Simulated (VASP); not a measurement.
LiF, 2 atoms in the cell. It takes space group Fm-3m (No. 225, cubic). Conventional cell: a = 4.028 Å, b = 4.028 Å, c = 4.028 Å, α = 90.00°, β = 90.00°, γ = 90.00°. Within 2.7 Å of F (site symmetry m-3m) lie 6 Li at 2.01 Å. Li (site symmetry m-3m) has 6 F at 2.01 Å within 2.7 Å. 

| Item | Value |
| --- | --- |
| Program | VASP 6.6.1 |
| Task | electric field gradients |
| Functional | PBE |
| Potentials or basis | VASP PAW PBE potentials, release 64 (F, Li_sv) |
| Cutoff | 520 eV |
| k mesh | 11 × 11 × 11 |
| Occupations | gaussian, width 0.05 eV |
| Spin | no spin polarisation |
| Dipole correction | no |
| Further INCAR settings | ALGO = Normal; EDIFF = 1e-08; NBANDS = 12 |

Potentials or basis: VASP PAW PBE potentials, release 64 (F, Li_sv).

The run is started by

```console
$ cat potpaw_PBE.64/F/POTCAR potpaw_PBE.64/Li_sv/POTCAR > POTCAR
$ mpirun -np 1 vasp_std > vasp.out
```

Hardware: 1 thread of Intel Xeon 8259CL (shared host).

Question: Estimate the wall time of this run.

Answer: Wall time 21 s on 1 thread of Intel Xeon 8259CL (shared host), peak memory 0.13 GiB. Counts: scf iterations 15, k points 56.
